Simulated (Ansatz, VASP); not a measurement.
WSe2: VASP beside Ansatz

The input INCAR:

```
SYSTEM = WSe2
PREC = Accurate ; ENCUT = 520
EDIFF = 1E-6 ; ISMEAR = 0
SIGMA = 0.02 ; LREAL = .False.
LASPH = .True. ; NELM = 80
ALGO = Normal ; ISIF = 2
LWAVE = .False. ; LCHARG = .False.
LDIPOL = .True. ; IDIPOL = 3
DIPOL = 0.5 0.5 0.500 ; GGA = PE
IVDW = 12 ; NBANDS = 20
```

Contents of KPOINTS:

```
regular mesh
0
Gamma
  9 9 1
  0 0 0
```

Contents of POSCAR:

```
WSe2
1.0
    3.1540000000      0.0000000000      0.0000000000
   -1.5770000000      2.7314441236      0.0000000000
    0.0000000000      0.0000000000     32.7373831004
Se W
2 1
Direct
    0.3333333333      0.6666666667      0.4503167374
    0.3333333333      0.6666666667      0.5496832626
    0.6666666667      0.3333333333      0.5000000000
```

Input for Ansatz:

```yaml
crystal:
  lattice:
    - [3.154, 0.0, 0.0]
    - [-1.577, 2.7314441236, 0.0]
    - [0.0, 0.0, 32.7373831004]
  atoms:
    - { symbol: Se, position: [0.3333333333, 0.6666666667, 0.4503167374] }
    - { symbol: W, position: [0.6666666667, 0.3333333333, 0.5] }
    - { symbol: Se, position: [0.3333333333, 0.6666666667, 0.5496832626] }
  periodic: [true, true, false]
basis:
  ecutwfc: 420
kpoints:
  mp_grid: { grid: [9, 9, 1] }
hamiltonian:
  xc: pbe
  pseudopotentials: { kind: paw, azcp: { folder: soft_1 } }
  dispersion: d3bj
scf:
  occupations: { method: gaussian, width: 0.02 }
output:
  forces: true
  stress: true
  eigenvalues: true
```

Alike in both runs: task single point; functional PBE; dispersion D3(BJ); k mesh 9 × 9 × 1; occupations gaussian, width 0.02 eV; no spin polarisation.

|  | VASP | Ansatz |
| --- | --- | --- |
| version | VASP 6.6.1 | Ansatz 0.2.0 |
| potentials or method | VASP PAW PBE potentials, release 64 (Se, W_sv), cutoff 520 eV | scalar-relativistic, plane waves, PAW |
| valence electrons in the cell | 26 | 46 |

Ansatz gave:

- gap on the k mesh at the Fermi level (eV): 1.92
- least direct gap on the mesh (eV): 2.02
- rms of the force components (eV/Å): 1.064

Task: Estimate VASP's values.

Result: gap on the k mesh at the Fermi level (eV): 1.92; least direct gap on the mesh (eV): 2.01; rms of the force components (eV/Å): 1.099.

VASP's potentials hold 26 valence electrons a cell and Ansatz's 46, so a difference there can come from the potentials and not from the codes.

Neither program's run includes spin-orbit coupling.
